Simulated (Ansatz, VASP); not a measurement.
# TaN in VASP and in Ansatz

INCAR

```
PREC = Accurate
ENCUT = 520
EDIFF = 1E-6
ISMEAR = -1
SIGMA = 0.01
LREAL = F
LASPH = T
NELM = 150
ALGO = Normal
ISIF = 2
LWAVE = F
LCHARG = F
LMAXMIX = 4
LDAU = T
LDAUTYPE = 2
LDAUL = 2 -1
LDAUU = 8 0
LDAUJ = 0 0
LDAUPRINT = 1
GGA = PS
IVDW = 12
NBANDS = 15
```

The input KPOINTS:

```
Automatic mesh
0
Gamma
  10 10 10
```

POSCAR

```
TaN
1.0
    0.0000000000      2.1661812927      2.1661812927
    2.1661812927      0.0000000000      2.1661812927
    2.1661812927      2.1661812927      0.0000000000
Ta N
1 1
Direct
    0.5000000000      0.5000000000      0.5000000000
    0.0000000000      0.0000000000      0.0000000000
```

The input input.yaml:

```yaml
crystal:
  lattice:
    - [0.0, 2.1661812927, 2.1661812927]
    - [2.1661812927, 0.0, 2.1661812927]
    - [2.1661812927, 2.1661812927, 0.0]
  atoms:
    - { symbol: Ta, position: [0.5, 0.5, 0.5] }
    - { symbol: "N", position: [0.0, 0.0, 0.0] }
kpoints:
  mp_grid: { grid: [10, 10, 10] }
scf:
  occupations: { method: fermi_dirac, width: 0.01 }
hamiltonian:
  xc: pbesol
  dispersion: d3bj
  pseudopotentials: { kind: all_electron, lapw: { basis_error: 0.001 } }
  hubbard:
    sites: [{ species: Ta, l: d, u_eff: 8 }]
    double_counting: fll
    projectors: ortho-atomic
output:
  forces: true
  stress: true
  eigenvalues: true
  hubbard: {}
```

Change from the starting cell: volume scaled by 0.94.

Alike in both runs: task single point; functional PBEsol; dispersion D3(BJ); k mesh 10 × 10 × 10; occupations fermi-dirac, width 0.01 eV; no spin polarisation; Hubbard terms Ta d U = 8.0 eV.

|  | VASP | Ansatz |
| --- | --- | --- |
| version | VASP 6.6.1 | Ansatz 0.2.0 |
| potentials or method | VASP PAW PBE potentials, release 64 (Ta_pv, N), cutoff 520 eV | all-electron LAPW, scalar-relativistic |

```csv
,VASP,Ansatz,Ansatz less VASP
gap on the k mesh at the Fermi level (eV),none,none,-
pressure (GPa),33.4,12.0,-21.46
```

VASP's potentials were made for PBE, not for PBEsol. The programs project onto different local orbitals, so the same U acts differently, and such runs can settle in different states. A gap of «none» marks a metal or a gap that the smearing closes. Ansatz ran all-electron here, and VASP with PAW potentials.

Neither program's run includes spin-orbit coupling. Noted on Ansatz's run: U is the effective U less J, on atomic orbitals that reach past the spheres.
